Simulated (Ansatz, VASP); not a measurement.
# One calculation of KCl, two programs

The input POSCAR:

```
KCl
1.0
    3.8897175305      0.0000000000      0.0000000000
    0.0000000000      3.8897175305      0.0000000000
    0.0000000000      0.0000000000      3.8897175305
K Cl
1 1
Direct
    0.0000000000      0.0000000000      0.0000000000
    0.5000000000      0.5000000000      0.5000000000
```

INCAR.step1

```
SYSTEM = KCl
PREC = Accurate
ENCUT = 520
ISMEAR = -1
SIGMA = 0.05
LREAL = .False.
LASPH = .True.
NELM = 100
NBANDS = 15
GGA = PE
ALGO = Normal
EDIFF = 1E-4
LWAVE = .True.
LCHARG = .False.
```

Contents of INCAR.step2:

```
SYSTEM = KCl
PREC = Accurate
ENCUT = 520
EDIFF = 1E-6
ISMEAR = -1
SIGMA = 0.05
LREAL = .False.
LASPH = .True.
NELM = 100
ALGO = Normal
ISIF = 2
LWAVE = .False.
LCHARG = .False.
METAGGA = R2SCAN
LMIXTAU = .True.
NBANDS = 15
ISTART = 1
```

KPOINTS

```
regular mesh
0
Gamma
  7 7 7
  0 0 0
```

input.yaml

```yaml
crystal:
  lattice:
    - [3.8897175305, 0.0, 0.0]
    - [0.0, 3.8897175305, 0.0]
    - [0.0, 0.0, 3.8897175305]
  atoms:
    - { symbol: K, position: [0.0, 0.0, 0.0] }
    - { symbol: Cl, position: [0.5, 0.5, 0.5] }
hamiltonian:
  xc: r2scan
  pseudopotentials: { kind: paw }
kpoints:
  mp_grid: { grid: [7, 7, 7] }
scf:
  occupations: { method: fermi_dirac, width: 0.05 }
output:
  forces: true
  stress: true
  eigenvalues: true
```

Alike in both runs: task single point; functional r2SCAN; k mesh 7 × 7 × 7; occupations fermi-dirac, width 0.05 eV; no spin polarisation.

|  | VASP | Ansatz |
| --- | --- | --- |
| version | VASP 6.6.1 | Ansatz 0.2.0 |
| potentials or method | VASP PAW PBE potentials, release 64 (K_sv, Cl) | Ansatz PAW |
| plane-wave cutoff (eV) | 520 | 500 |
| valence electrons in the cell | 16 | 16 |

Ansatz gave:

* gap on the k mesh at the Fermi level (eV): 5.40
* least direct gap on the mesh (eV): 5.58
* pressure (GPa): -1.7

Q: Estimate VASP's values.

A: gap on the k mesh at the Fermi level (eV): 5.41; least direct gap on the mesh (eV): 5.59; pressure (GPa): -1.7.

VASP's potentials were made for PBE, not for r2SCAN. The functional is the same, so the differences come from potentials, cutoffs and numerics.

Noted on Ansatz's run: odd divisions of the mesh miss points on the zone boundary, where band edges often lie, so the gap on the mesh can be too wide.
